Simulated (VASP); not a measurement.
# Si2W (I4/mmm) in VASP: a series of runs

Si2W is run at these levels: PBEsol+U; tasks: single point.

Program: VASP 6.6.1. These are calculated values, not measurements. Logs are shortened: lines on timing, memory, paths and dates and some standing lists are left out, and cuts for length are marked.

**1. The cell of the first run**

It takes space group I4/mmm (No. 139, tetragonal). Conventional cell: a = 3.208 Å, b = 3.208 Å, c = 7.777 Å, α = 90.00°, β = 90.00°, γ = 90.00°. W (site symmetry 4/mmm) has 10 Si at 2.60 to 2.62 Å and 4 W at 3.21 Å within 3.4 Å. Within 3.4 Å of Si (site symmetry 4mm) lie 9 Si at 2.54 to 3.21 Å and 5 W at 2.60 to 2.62 Å.

**2. Single point, PBEsol+U**

Contents of INCAR:

```
ALGO = Normal
EDIFF = 1E-6
ENCUT = 520
GGA = PS
ISIF = 2
ISMEAR = -1
LASPH = T
LCHARG = F
LDAU = T
LDAUJ = 0 0
LDAUL = 2 -1
LDAUPRINT = 1
LDAUTYPE = 2
LDAUU = 6 0
LMAXMIX = 4
LREAL = F
LWAVE = F
NBANDS = 18
NELM = 150
PREC = Accurate
SIGMA = 0.05
```

Contents of KPOINTS:

```
k-points
0
Gamma
  12 12 12
```

Contents of POSCAR:

```
Si2W
1.0
   -1.6041209849      1.6041209849      3.8884116242
    1.6041209849     -1.6041209849      3.8884116242
    1.6041209849      1.6041209849     -3.8884116242
W Si
1 2
Direct
    0.0000000000      0.0000000000      0.0000000000
    0.6632414189      0.6632414189      0.0000000000
    0.3367585811      0.3367585811      0.0000000000
```

Potentials or basis: VASP PAW PBE potentials, release 64 (W_sv, Si).

Command:

```sh
$ cat potpaw_PBE.64/W_sv/POTCAR potpaw_PBE.64/Si/POTCAR > POTCAR
$ mpirun -np 1 vasp_std > vasp.out
```

OUTCAR:

```text
EDIFF = 1E-6
   ENCUT = 520
   GGA = PS
   ISIF = 2
   ISMEAR = -1
   LASPH = T
   LREAL = F
   NELM = 150
   PREC = Accurate

 ion  position               nearest neighbor table
   1  0.000  0.000  0.000-   2 2.60   2 2.60   2 2.60   3 2.60   2 2.60   3 2.60   3 2.60   3 2.60
                             2 2.62   3 2.62
   2  0.663  0.663  0.000-   3 2.54   1 2.60   1 2.60   1 2.60   1 2.60   1 2.62   3 2.64   3 2.64
                             3 2.64   3 2.64
   3  0.337  0.337  0.000-   2 2.54   1 2.60   1 2.60   1 2.60   1 2.60   1 2.62   2 2.64   2 2.64
                             2 2.64   2 2.64

  LATTYP: Found a body centered tetragonal cell.
 ALAT       =     3.2082419698
 C/A-ratio  =     2.4240139371

  Lattice vectors:

 A1 = (  -1.6041209849,   1.6041209849,   3.8884116242)
 A2 = (   1.6041209849,  -1.6041209849,   3.8884116242)
 A3 = (   1.6041209849,   1.6041209849,  -3.8884116242)

Analysis of symmetry for initial positions (statically):
=====================================================================
 Subroutine PRICEL returns:
 Original cell was already a primitive cell.

 Routine SETGRP: Setting up the symmetry group for a
 body centered tetragonal supercell.

 Subroutine GETGRP returns: Found 16 space group operations
 (whereof 16 operations were pure point group operations)
 out of a pool of 16 trial point group operations.

The static configuration has the point symmetry D_4h.

Analysis of symmetry for dynamics (positions and initial velocities):
=====================================================================
 Subroutine PRICEL returns:
 Original cell was already a primitive cell.

 Routine SETGRP: Setting up the symmetry group for a
 body centered tetragonal supercell.

 Subroutine GETGRP returns: Found 16 space group operations
 (whereof 16 operations were pure point group operations)
 out of a pool of 16 trial point group operations.

The dynamic configuration has the point symmetry D_4h.

 Subroutine INISYM returns: Found 16 space group operations
 (whereof 16 operations are pure point group operations),
 and found     1 'primitive' translations

----------------------------------------------------------------------------------------

                                     Primitive cell

  volume of cell :      40.0227

  direct lattice vectors                    reciprocal lattice vectors
    -1.604120985  1.604120985  3.888411624     0.000000000  0.311697188  0.128587209
     1.604120985 -1.604120985  3.888411624     0.311697188  0.000000000  0.128587209
     1.604120985  1.604120985 -3.888411624     0.311697188  0.311697188  0.000000000

  length of vectors
     4.501794445  4.501794445  4.501794445     0.337179192  0.337179192  0.440806390

  position of ions in fractional coordinates (direct lattice)
     0.000000000  0.000000000  0.000000000
     0.663241419  0.663241419  0.000000000
     0.336758581  0.336758581  0.000000000

  ion indices of the primitive-cell ions
   primitive index   ion index
                 1           1
                 2           2
                 3           3

----------------------------------------------------------------------------------------

 KPOINTS: k-points

Automatic generation of k-mesh.
 Grid dimensions read from file:
 generate k-points for:   12   12   12

 Generating k-lattice:

  Cartesian coordinates                     Fractional coordinates (reciprocal lattice)
     0.000000000  0.025974766  0.010715601     0.083333333 -0.000000000  0.000000000
     0.025974766  0.000000000  0.010715601    -0.000000000  0.083333333  0.000000000
     0.025974766  0.025974766  0.000000000     0.000000000  0.000000000  0.083333333

  Length of vectors
     0.028098266  0.028098266  0.036733866

  Shift w.r.t. Gamma in fractional coordinates (k-lattice)
     0.000000000  0.000000000  0.000000000

 Subroutine IBZKPT returns following result:
 ===========================================

 Found    163 irreducible k-points:

 Following reciprocal coordinates:
            Coordinates               Weight
  0.000000  0.000000  0.000000      1.000000
  0.083333 -0.000000  0.000000      8.000000
  0.166667 -0.000000  0.000000      8.000000
  0.250000 -0.000000  0.000000      8.000000
  0.333333 -0.000000  0.000000      8.000000
  0.416667 -0.000000  0.000000      8.000000
[... 16 lines left out ...]
  0.500000  0.166667  0.000000     16.000000
 -0.416667  0.166667 -0.000000     16.000000
 [... further k-points ...]
   k-points           NKPTS =    163   k-points in BZ     NKDIM =    163   number of bands    NBANDS=     18
   number of dos      NEDOS =    301   number of ions     NIONS =      3
   total plane-waves  NPLWV =  46656
   dimension x,y,z NGX =    36 NGY =   36 NGZ =   36
   dimension x,y,z NGXF=    72 NGYF=   72 NGZF=   72
   ions per type =               1   2
   NGX,Y,Z   is equivalent  to a cutoff of  13.29, 13.29, 13.29 a.u.
   NGXF,Y,Z  is equivalent  to a cutoff of  26.59, 26.59, 26.59 a.u.
 SYSTEM =  unknown system
   PREC   = accura    normal or accurate (medium, high low for compatibility)
   ISTART =      0    job   : 0-new  1-cont  2-samecut
   ICHARG =      2    charge: 1-file 2-atom 10-const
   ISPIN  =      1    spin polarized calculation?
   LNONCOLLINEAR =      F non collinear calculations
   LSORBIT =      F    spin-orbit coupling
   LASPH  =      T    aspherical Exc in radial PAW
   ENCUT  =  520.0 eV  38.22 Ry    6.18 a.u.   8.37  8.37  8.37*2*pi/ulx,y,z
   NELM   =    150;   NELMIN=  2; NELMDL= -5     # of ELM steps
   EDIFF  = 0.1E-05   stopping-criterion for ELM
   LREAL  =      F    real-space projection
   EDIFFG = 0.1E-04   stopping-criterion for IOM
   NSW    =      0    number of steps for IOM
   IBRION =     -1    ionic relax: 0-MD 1-quasi-New 2-CG
   NFREE  =      0    steps in history (QN), initial steepest desc. (CG)
   ISIF   =      2    stress and relaxation
   ISYM   =      2    0-nonsym 1-usesym 2-fastsym
   POTIM  = 0.5000    time-step for ionic-motion
   TEBEG  =    0.0;   TEEND  =   0.0 temperature during run
   PSTRESS=    0.0 pullay stress
   NELECT =      22.0000    total number of electrons
   NUPDOWN=      -1.0000    fix difference up-down
   EMIN   =  10.00;   EMAX   =-10.00  energy-range for DOS
   EFERMI =   0.00;   METHOD = LEGACY
   ISMEAR =    -1;   SIGMA  =   0.05  broadening in eV -4-tet -1-fermi 0-gaus
   EFERMI_NEDOS =   21; number of points for ismear=-14 and -15
   IALGO  =     38    algorithm
   IMIX   =      4    mixing-type and parameters
     AMIX     =   0.40;   BMIX     =  1.00
     AMIX_MAG =   1.60;   BMIX_MAG =  1.00
  volume/ion in A,a.u.               =      13.34        90.03
  Fermi-wavevector in a.u.,A,eV,Ry     =   1.341056  2.534228 24.469141  1.798431
  Thomas-Fermi vector in A             =   2.469320
   LORBIT       =      0    0 simple, 1 ext, 2 COOP (PROOUT), +10 PAW based schemes
 LDA+U is selected, type is set to LDAUTYPE =  2
   angular momentum for each species LDAUL =     2   -1
   U (eV)           for each species LDAUU =   6.0  0.0
   J (eV)           for each species LDAUJ =   0.0  0.0
   GGA     = PS    functional components
   LHFCALC =     F    Hartree Fock is set to
   AEXX    =    0.0000 exact exchange contribution
   IVDW    =     0    specifies the selected vdW correction
   LEPSILON=     F    determine dielectric tensor
   LRPA    =     F    only Hartree local field effects (RPA)
 non-spin polarized calculation
  energy-cutoff  :      520.00
  volume of cell :       40.02
 maximum number of plane-waves:      1101
 NGX is ok and might be reduce to    36
   NGX = 17   NGY = 17   NGZ = 17

atom =   1  type =  1  l = 2

 onsite density matrix

spin component  1

  0.4183 -0.0000 -0.0000 -0.0000 -0.0000
 -0.0000  0.4171  0.0000 -0.0000 -0.0000
 -0.0000  0.0000  0.2970  0.0000 -0.0000
 -0.0000 -0.0000  0.0000  0.4171  0.0000
 -0.0000 -0.0000 -0.0000  0.0000  0.2277

spin component  2

  0.4183 -0.0000 -0.0000 -0.0000 -0.0000
 -0.0000  0.4171  0.0000 -0.0000 -0.0000
 -0.0000  0.0000  0.2970  0.0000 -0.0000
 -0.0000 -0.0000  0.0000  0.4171  0.0000
 -0.0000 -0.0000 -0.0000  0.0000  0.2277

 occupancies and eigenvectors

  o =  0.2277  v =  0.0000 -0.0000  0.0000  0.0000  1.0000  0.0000  0.0000  0.0000  0.0000  0.0000      0.0000  0.0000  0.0000  0.0000  0.0000  0.0000  0.0000  0.0000  0.0000  0.0000
  o =  0.2277  v =  0.0000  0.0000  0.0000  0.0000  0.0000  0.0000 -0.0000  0.0000  0.0000  1.0000      0.0000  0.0000  0.0000  0.0000  0.0000  0.0000  0.0000  0.0000  0.0000  0.0000
  o =  0.2970  v =  0.0000  0.0000  0.0000  0.0000  0.0000  0.0000  0.0000 -1.0000  0.0000  0.0000      0.0000  0.0000  0.0000  0.0000  0.0000  0.0000  0.0000  0.0000  0.0000  0.0000
  o =  0.2970  v =  0.0000  0.0000 -1.0000  0.0000  0.0000  0.0000  0.0000  0.0000  0.0000  0.0000      0.0000  0.0000  0.0000  0.0000  0.0000  0.0000  0.0000  0.0000  0.0000  0.0000
  o =  0.4171  v =  0.0000  0.0000  0.0000  0.0000  0.0000  0.0000  0.9893  0.0000 -0.1462  0.0000      0.0000  0.0000  0.0000  0.0000  0.0000  0.0000  0.0000  0.0000  0.0000  0.0000
  o =  0.4171  v =  0.0000  0.9893  0.0000 -0.1462  0.0000  0.0000  0.0000  0.0000  0.0000  0.0000      0.0000  0.0000  0.0000  0.0000  0.0000  0.0000  0.0000  0.0000  0.0000  0.0000
  o =  0.4171  v =  0.0000  0.1462  0.0000  0.9893 -0.0000  0.0000  0.0000  0.0000  0.0000  0.0000      0.0000  0.0000  0.0000  0.0000  0.0000  0.0000  0.0000  0.0000  0.0000  0.0000
  o =  0.4171  v =  0.0000  0.0000  0.0000  0.0000  0.0000  0.0000  0.1462  0.0000  0.9893 -0.0000      0.0000  0.0000  0.0000  0.0000  0.0000  0.0000  0.0000  0.0000  0.0000  0.0000
  o =  0.4183  v =  1.0000  0.0000  0.0000  0.0000  0.0000  0.0000  0.0000  0.0000  0.0000  0.0000      0.0000  0.0000  0.0000  0.0000  0.0000  0.0000  0.0000  0.0000  0.0000  0.0000
  o =  0.4183  v =  0.0000  0.0000  0.0000  0.0000  0.0000  1.0000  0.0000  0.0000  0.0000  0.0000      0.0000  0.0000  0.0000  0.0000  0.0000  0.0000  0.0000  0.0000  0.0000  0.0000

 number of electron      21.9999999 magnetization

 Free energy of the ion-electron system (eV)
  ---------------------------------------------------
  ext. energy  EPLUGINS =         0.00000000
  ---------------------------------------------------
  free energy    TOTEN  =       -19.83790469 eV

  energy without entropy =      -19.83590296  energy(sigma->0) =      -19.83690382

 E-fermi :  12.2030     XC(G=0): -12.6614

 val. band max:       12.1738877077   @ k =  -0.1667  -0.2500   0.1667
 cond. band min:      12.2321179443   @ k =  -0.4167  -0.4167   0.3333
 fundamental gap:      0.0582302366
 Fermi energy:        12.2030089996

 k-point     1 :       0.0000    0.0000    0.0000
  band No.  band energies     occupation
      1     -62.2531      2.00000
      2     -26.4842      2.00000
      3     -26.4842      2.00000
      4     -26.4655      2.00000
      5      -2.0811      2.00000
      6       5.3205      2.00000
[... 10 lines left out ...]
     17      17.9984      0.00000
     18      17.9984      0.00000

 k-point     2 :       0.0833   -0.0000    0.0000
  band No.  band energies     occupation
      1     -62.2526      2.00000
      2     -26.4992      2.00000
      3     -26.4829      2.00000
      4     -26.4644      2.00000
      5      -1.9462      2.00000
      6       5.3202      2.00000
[... 10 lines left out ...]
     17      17.9944      0.00000
     18      18.4494      0.00000

 k-point     3 :       0.1667   -0.0000    0.0000
  band No.  band energies     occupation
      1     -62.2512      2.00000
      2     -26.5399      2.00000
      3     -26.4792      2.00000
      4     -26.4614      2.00000
      5      -1.5480      2.00000
      6       5.2673      2.00000
[... 10 lines left out ...]
     17      18.1987      0.00000
     18      19.4574      0.00000

 k-point     4 :       0.2500   -0.0000    0.0000
  band No.  band energies     occupation
      1     -62.2493      2.00000
      2     -26.5951      2.00000
      3     -26.4741      2.00000
      4     -26.4573      2.00000
      5      -0.9056      2.00000
      6       4.9725      2.00000
[... 375 lines left out ...]
      4     -26.4455      2.00000
      5       1.6244      2.00000
      6       3.1614      2.00000
[... 10 lines left out ...]
     17      19.5381      0.00000
     18      20.8804      0.00000

 k-point    23 :       0.5000    0.1667    0.0000
  band No.  band energies     occupation
      1     -62.2435      2.00000
      2     -26.6961      2.00000
      3     -26.5168      2.00000
      4     -26.4434      2.00000
      5       2.0829      2.00000
      6       2.7212      2.00000
[... 10 lines left out ...]
     17      19.5693      0.00000
     18      20.9046      0.00000

 k-point    24 :      -0.4167    0.1667   -0.0000
  band No.  band energies     occupation
      1     -62.2440      2.00000
      2     -26.6817      2.00000
      3     -26.5182      2.00000
      4     -26.4436      2.00000
      5       1.0473      2.00000
      6       3.8025      2.00000
[... 10 lines left out ...]
     17      19.2500      0.00000
     18      20.5984      0.00000

 [... further k-points ...]

------------------------ aborting loop because EDIFF is reached ----------------------------------------

  FORCE on cell =-STRESS in cart. coord.  units (eV):
  Direction    XX          YY          ZZ          XY          YZ          ZX
  --------------------------------------------------------------------------------------
  -------------------------------------------------------------------------------------
  Total        1.6405425      1.6405425      2.1694240      0.0000000     -0.0000000     -0.0000000
  in kB       65.6737166     65.6737166     86.8457463      0.0000000     -0.0000000     -0.0000000
  external PRESSURE =      72.7310598 kB  Pullay stress =       0.0000000 kB

 VOLUME and BASIS-vectors are now :
 -----------------------------------------------------------------------------
  energy-cutoff  :      520.00
  volume of cell :       40.02
      direct lattice vectors                 reciprocal lattice vectors
    -1.604120985  1.604120985  3.888411624     0.000000000  0.311697188  0.128587209
     1.604120985 -1.604120985  3.888411624     0.311697188  0.000000000  0.128587209
     1.604120985  1.604120985 -3.888411624     0.311697188  0.311697188  0.000000000

 POSITION                                       TOTAL-FORCE (eV/Angst)
 -----------------------------------------------------------------------------------
      0.00000      0.00000      0.00000         0.000000      0.000000      0.000000
      0.00000      0.00000      5.15791         0.000000      0.000000      0.305412
      0.00000      0.00000      2.61891        -0.000000     -0.000000     -0.305412
 -----------------------------------------------------------------------------------
    total drift:                               -0.000000     -0.000000      0.000000

  FREE ENERGIE OF THE ION-ELECTRON SYSTEM (eV)
  ---------------------------------------------------
  free  energy   TOTEN  =       -19.8379046891 eV

  energy  without entropy=      -19.8359029605  energy(sigma->0) =      -19.83690382
```

Run time: 94 s. Hardware: 1 thread of Intel Xeon Platinum 8488C (Sapphire Rapids), shared host; peak memory 0.28 GiB.

Results:

- Free energy: -19.8379 eV
- Pressure: 7.3 GPa
- Largest force: 0.305 eV/Å
- Band gap on the k mesh: zero (bands 11 and 12 overlap by 1.17 eV)

Forces on the atoms (eV/Å):
```
W    0.000  0.000  0.000
Si   0.000  0.000  0.305
Si   0.000  0.000 -0.305
```

Eigenvalues of the final occupation matrices:
```csv
site,spin,trace,eigenvalues
site 1 d,1,1.78,0.23 0.30 0.42 0.42 0.42
site 1 d,2,1.78,0.23 0.30 0.42 0.42 0.42
```

Caveat: the cell stands under pressure; the PAW data sets were made with another functional, which shifts forces and pressure a little; spin-orbit coupling is left out, which moves the levels of the heavy elements; U without spin polarisation on a metal has little footing; the U is typed as a test and isn't derived for this compound.

[end of part 1 of 2]

The gap in the log of VASP goes by the Fermi energy; the results here count the filled bands.